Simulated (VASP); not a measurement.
Write the native input for VASP 6.6.1 that does the following.

* Task: single point
* Functional: PBE
* Potentials or basis: VASP PAW PBE potentials, release 64 (Cd, In_d, S)
* Cutoff: 520 eV
* k mesh: 12 × 12 × 6
* Occupations: gaussian, width 0.15 eV
* Spin: no spin polarisation
* Dipole correction: no
* Further INCAR settings: ALGO = Normal; EDIFF = 1e-06; NBANDS = 26

The structure of CdInS2 lies in POSCAR:

```
CdInS2
1.0
    3.6946776531      0.0000000000      0.0000000000
   -1.8473388265      3.1996847064      0.0000000000
    0.0000000000      0.0000000000      7.4761802310
Cd In S
1 1 2
Direct
    0.0000000000      0.0000000000      0.0000000000
    0.0000000000      0.0000000000      0.5000000000
    0.6666666667      0.3333333333      0.7211797945
    0.3333333333      0.6666666667      0.2788202055
```

This cell differs from its parent crystal: atoms shifted along a free coordinate, c/a of the conventional cell at fixed volume 2.0235.

These files were run (other wordings do the same):

INCAR

```
PREC = Accurate
ENCUT = 520
EDIFF = 1E-6
ISMEAR = 0
SIGMA = 0.15
LREAL = F
LASPH = T
NELM = 80
ALGO = Normal
ISIF = 2
LWAVE = F
LCHARG = F
GGA = PE
NBANDS = 26
```

KPOINTS

```
Automatic mesh
0
Gamma
  12 12 6
```

Potentials or basis: VASP PAW PBE potentials, release 64 (Cd, In_d, S).

The run is started by

```console
$ cat potpaw_PBE.64/Cd/POTCAR potpaw_PBE.64/In_d/POTCAR potpaw_PBE.64/S/POTCAR > POTCAR
$ mpirun -np 1 vasp_std > vasp.out
```

Results of the run:

The pressure is 0.2 GPa and the largest force is 0.250 eV/Å. The band gap on the k mesh is zero (an odd number of electrons rules out a gap without spin polarisation).

Caveat: the stress differs along the axes, from -6 to 3 GPa; spin-orbit coupling is left out, which moves the levels of the heavy elements; an odd number of electrons without spin polarisation forces a metal; a magnetic or distorted state may lie lower.

Run time: 7.1 min on 1 thread of Intel Xeon 8259CL, on a shared host, peak memory 0.37 GiB.
